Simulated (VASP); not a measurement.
# InP (Fm-3m) in VASP: notebook, part 2 of 2

VASP 6.6.1. Earlier steps stand in the parts before.

### 3 Single point, PBE (volume scaled by 0.980)

Input file INCAR:

```
SYSTEM = InP
ALGO     = Normal         ! electronic algorithm
EDIFF    = 1E-6           ! SCF threshold, eV
ENCUT    = 520            ! plane-wave cutoff, eV
GGA      = PE             ! functional
ISIF     = 2              ! what is computed and relaxed
ISMEAR   = 0              ! smearing method
LASPH    = .True.         ! aspherical terms in the spheres
LCHARG   = .True.         ! write CHGCAR
LELF     = .True.         ! ELF
LREAL    = .False.        ! projectors in reciprocal space
LVHAR    = .True.       
LWAVE    = .False.        ! write WAVECAR
NBANDS   = 16             ! bands
NELM     = 100            ! most SCF steps
PREC     = Accurate       ! precision mode
SIGMA    = 0.05           ! smearing width, eV
```

Input file KPOINTS:

```
k-points
0
Gamma
  10 10 10
  0 0 0
```

Input file POSCAR:

```
InP
1.0
    0.0000000000      2.7513573298      2.7513573298
    2.7513573298      0.0000000000      2.7513573298
    2.7513573298      2.7513573298      0.0000000000
In P
1 1
Direct
    0.0000000000      0.0000000000      0.0000000000
    0.5000000000      0.5000000000      0.5000000000
```

Potentials or basis: VASP PAW PBE potentials, release 64 (In_d, P).

Launch:

```sh
$ cat potpaw_PBE.64/In_d/POTCAR potpaw_PBE.64/P/POTCAR > POTCAR
$ mpirun -np 1 vasp_std > vasp.out
```

Run time: 40 s. Hardware: 1 thread of Intel Xeon Platinum 8488C (Sapphire Rapids), shared host; peak memory 0.18 GiB.

It converged, with:

```
Free energy            : -7.9212 eV
Pressure               : 1.5 GPa
Band gap on the k mesh : zero (band 9 reaches 7.54 eV, above the bottom of band 10 at 4.87 eV)
```

Levels at points of the mesh, in eV from the Fermi level:
| k point | band 7 | band 8 | band 9 | band 10 | band 11 | band 12 |
| --- | --- | --- | --- | --- | --- | --- |
| (0.00, 0.00, 0.00) | -0.28 | -0.28 | -0.28 | 0.70 | 7.13 | 7.13 |
| (0.50, 0.00, 0.00) | -6.71 | 0.17 | 0.17 | 2.53 | 3.44 | 3.44 |
| (0.50, 0.50, 0.00) | -5.04 | -2.45 | -2.37 | -2.37 | 3.83 | 10.06 |

Caveat: the cell differs from its parent crystal (volume scaled by 0.980); spin-orbit coupling is left out, which moves the levels of the heavy elements.

### 4 Single point, PBE

This run uses another cell than the first one, of 21.17 Å³/atom, 1.038 times its volume.

Input file INCAR:

```
SYSTEM = InP
  PREC = Accurate
  ENCUT = 520
  EDIFF = 1E-6
  ISMEAR = 0
  SIGMA = 0.05
  LREAL = .FALSE.
  LASPH = .TRUE.
  NELM = 60
  ALGO = Normal
  ISIF = 2
  LWAVE = .FALSE.
  LCHARG = .FALSE.
  GGA = PE
  NBANDS = 16
```

Input file KPOINTS:

```
regular mesh
0
G
  10 10 10
  0 0 0
```

Input file POSCAR:

```
InP
1.0
    0.0000000000      2.7664067992      2.7664067992
    2.7664067992      0.0000000000      2.7664067992
    2.7664067992      2.7664067992      0.0000000000
In P
1 1
Direct
    0.0000000000      0.0000000000      0.0000000000
    0.5000000000      0.5000000000      0.5000000000
```

Potentials or basis: VASP PAW PBE potentials, release 64 (In_d, P).

Launch:

```sh
$ cat potpaw_PBE.64/In_d/POTCAR potpaw_PBE.64/P/POTCAR > POTCAR
$ mpirun -np 1 vasp_std > vasp.out
```

OUTCAR:

```text
SYSTEM = InP
   PREC = Accurate
   ENCUT = 520
   EDIFF = 1E-6
   ISMEAR = 0
   LREAL = .FALSE.
   LASPH = .TRUE.
   NELM = 60
   ISIF = 2
   GGA = PE

 ion  position               nearest neighbor table
   1  0.000  0.000  0.000-   2 2.77   2 2.77   2 2.77   2 2.77   2 2.77   2 2.77
   2  0.500  0.500  0.500-   1 2.77   1 2.77   1 2.77   1 2.77   1 2.77   1 2.77

  LATTYP: Found a face centered cubic cell.
 ALAT       =     5.5328135984

  Lattice vectors:

 A1 = (   0.0000000000,   2.7664067992,   2.7664067992)
 A2 = (   2.7664067992,   0.0000000000,   2.7664067992)
 A3 = (   2.7664067992,   2.7664067992,   0.0000000000)

Analysis of symmetry for initial positions (statically):
=====================================================================
 Subroutine PRICEL returns:
 Original cell was already a primitive cell.

 Routine SETGRP: Setting up the symmetry group for a
 face centered cubic supercell.

 Subroutine GETGRP returns: Found 48 space group operations
 (whereof 48 operations were pure point group operations)
 out of a pool of 48 trial point group operations.

The static configuration has the point symmetry O_h .

[... 156 lines left out ...]
  ---------------------------------------------------
  free energy    TOTEN  =        -7.92520722 eV

  energy without entropy =       -7.92402136  energy(sigma->0) =       -7.92461429

 E-fermi :   7.0373     XC(G=0): -10.4094

 val. band max:        6.9873748070   @ k =   0.3000   0.0000   0.0000
 cond. band min:       7.0525711229   @ k =   0.5000   0.3000   0.0000
 fundamental gap:      0.0651963158
 Fermi energy:         7.0373082772

 k-point     1 :       0.0000    0.0000    0.0000
  band No.  band energies     occupation
      1      -7.1337      2.00000
      2      -7.1337      2.00000
      3      -7.1133      2.00000
      4      -7.1133      2.00000
      5      -7.1133      2.00000
      6      -4.9684      2.00000
[... 433 lines left out ...]
      3      -7.1056      2.00000
      4      -7.0297      2.00000
      5      -7.0229      2.00000
      6      -2.8465      2.00000
[... 8 lines left out ...]
     15      19.0098      0.00000
     16      20.3135      0.00000

 [... further k-points ...]
[... 5 lines left out ...]
  --------------------------------------------------------------------------------------
  -------------------------------------------------------------------------------------
  Total        0.0616091      0.0616091      0.0616091     -0.0000000      0.0000000      0.0000000
  in kB        2.3311885      2.3311885      2.3311885     -0.0000000      0.0000000      0.0000000
  external PRESSURE =       2.3311885 kB  Pullay stress =       0.0000000 kB

 VOLUME and BASIS-vectors are now :
 -----------------------------------------------------------------------------
  energy-cutoff  :      520.00
  volume of cell :       42.34
      direct lattice vectors                 reciprocal lattice vectors
     0.000000000  2.766406799  2.766406799    -0.180739868  0.180739868  0.180739868
     2.766406799  0.000000000  2.766406799     0.180739868 -0.180739868  0.180739868
     2.766406799  2.766406799  0.000000000     0.180739868  0.180739868 -0.180739868

 POSITION                                       TOTAL-FORCE (eV/Angst)
 -----------------------------------------------------------------------------------
      0.00000      0.00000      0.00000         0.000000     -0.000000     -0.000000
      2.76641      2.76641      2.76641        -0.000000      0.000000      0.000000
 -----------------------------------------------------------------------------------
    total drift:                               -0.000000      0.000000      0.000000

  FREE ENERGIE OF THE ION-ELECTRON SYSTEM (eV)
  ---------------------------------------------------
  free  energy   TOTEN  =        -7.9252072183 eV

  energy  without entropy=       -7.9240213641  energy(sigma->0) =       -7.92461429
```

OSZICAR:

```text
N       E                     dE             d eps       ncg     rms          rms(c)
DAV:   1     0.109849334746E+03    0.10985E+03   -0.84067E+03  1504   0.130E+03
DAV:   2    -0.108372798631E+01   -0.11093E+03   -0.10624E+03  1624   0.307E+02
DAV:   3    -0.805098834523E+01   -0.69673E+01   -0.68356E+01  2064   0.730E+01
DAV:   4    -0.821623793427E+01   -0.16525E+00   -0.16518E+00  1776   0.113E+01
DAV:   5    -0.822397756089E+01   -0.77396E-02   -0.77394E-02  2248   0.230E+00    0.477E+00
DAV:   6    -0.793326584656E+01    0.29071E+00   -0.52104E-01  2248   0.120E+01    0.274E+00
DAV:   7    -0.792540393132E+01    0.78619E-02   -0.73899E-02  2192   0.221E+00    0.119E+00
DAV:   8    -0.792511272118E+01    0.29121E-03   -0.59826E-03  1872   0.965E-01    0.130E-01
DAV:   9    -0.792517563947E+01   -0.62918E-04   -0.48320E-04  2344   0.355E-01    0.791E-02
DAV:  10    -0.792519469910E+01   -0.19060E-04   -0.42975E-05  1808   0.544E-02    0.377E-02
DAV:  11    -0.792520644150E+01   -0.11742E-04   -0.12649E-05  1928   0.250E-02    0.664E-03
DAV:  12    -0.792520721829E+01   -0.77679E-06   -0.16776E-06  1472   0.206E-02
   1 F= -.79252072E+01 E0= -.79246143E+01  d E =-.118585E-02
```

Wall time 42 s (1 thread of Intel Xeon Platinum 8488C (Sapphire Rapids), shared host); peak memory 0.18 GiB.

What came out:

```
Free energy            : -7.9252 eV
Pressure               : 0.2 GPa
Band gap on the k mesh : zero (band 9 reaches 7.33 eV, above the bottom of band 10 at 4.72 eV)
```

Levels at points of the mesh, in eV from the Fermi level:
| k point | band 6 | band 7 | band 8 | band 9 | band 10 | band 11 | band 12 | band 13 |
| --- | --- | --- | --- | --- | --- | --- | --- | --- |
| (0.00, 0.00, 0.00) | -12.01 | -0.26 | -0.26 | -0.26 | 0.57 | 7.13 | 7.13 | 7.13 |
| (0.50, 0.00, 0.00) | -9.93 | -6.61 | 0.17 | 0.17 | 2.52 | 3.45 | 3.45 | 5.25 |
| (0.50, 0.50, 0.00) | -8.82 | -4.93 | -2.46 | -2.31 | -2.31 | 3.87 | 9.92 | 9.92 |

Caveat: spin-orbit coupling is left out, which moves the levels of the heavy elements.

### 5 Single point, PBE

This run uses another cell than the first one, of 21.25 Å³/atom, 1.042 times its volume.

Input file INCAR:

```
SYSTEM = InP
PREC = Accurate
ENCUT = 520
EDIFF = 1E-6
ISMEAR = 0
SIGMA = 0.05
LREAL = .False.
LASPH = .True.
NELM = 80
ALGO = Normal
ISIF = 2
LWAVE = .False.
LCHARG = .True.
GGA = PE
LELF = .True.
LVHAR = .True.
NBANDS = 16
```

Input file KPOINTS:

```
Automatic mesh
0
Gamma
  10 10 10
  0 0 0
```

Input file POSCAR:

```
InP
1.0
    0.0000000000      2.7699481460      2.7699481460
    2.7699481460      0.0000000000      2.7699481460
    2.7699481460      2.7699481460      0.0000000000
In P
1 1
Direct
    0.0000000000      0.0000000000      0.0000000000
    0.5000000000      0.5000000000      0.5000000000
```

Launch:

```sh
$ cat potpaw_PBE.64/In_d/POTCAR potpaw_PBE.64/P/POTCAR > POTCAR
$ mpirun -np 1 vasp_std > vasp.out
```

Wall time 44 s (1 thread of Intel Xeon Platinum 8488C (Sapphire Rapids), shared host); peak memory 0.18 GiB.

Results (log left out):

* Free energy: -7.9254 eV
* Pressure: -0.1 GPa
* Band gap on the k mesh: zero (band 9 reaches 7.29 eV, above the bottom of band 10 at 4.69 eV)

Levels at points of the mesh, in eV from the Fermi level:
```tsv
k point	band 6	band 7	band 8	band 9	band 10	band 11	band 12	band 13
(0.00, 0.00, 0.00)	-11.98	-0.26	-0.26	-0.26	0.54	7.13	7.13	7.13
(0.50, 0.00, 0.00)	-9.91	-6.59	0.17	0.17	2.52	3.45	3.45	5.22
(0.50, 0.50, 0.00)	-8.81	-4.91	-2.46	-2.30	-2.30	3.88	9.89	9.89
```

Caveat: spin-orbit coupling is left out, which moves the levels of the heavy elements.

### 6 Summary

| cell | gap on the mesh (eV) | pressure (GPa) |
| --- | --- | --- |
| a = 3.864 Å, angles 60.0°, 2 atoms | none | 3.3 |
| a = 3.891 Å, angles 60.0°, 2 atoms | none | 1.5 |
| a = 3.912 Å, angles 60.0°, 2 atoms | none | 0.2 |
| a = 3.917 Å, angles 60.0°, 2 atoms | none | -0.1 |

Alike in all rows: task single point; level PBE; potentials or basis VASP PAW PBE potentials, release 64 (In_d, P); no spin polarisation; k mesh 10 × 10 × 10; cutoff (eV) 520; smearing gaussian 0.05 eV.

Caveats: spin-orbit coupling is left out, which moves the levels of the heavy elements.

Absolute energies hang on the potentials; compare differences alone.
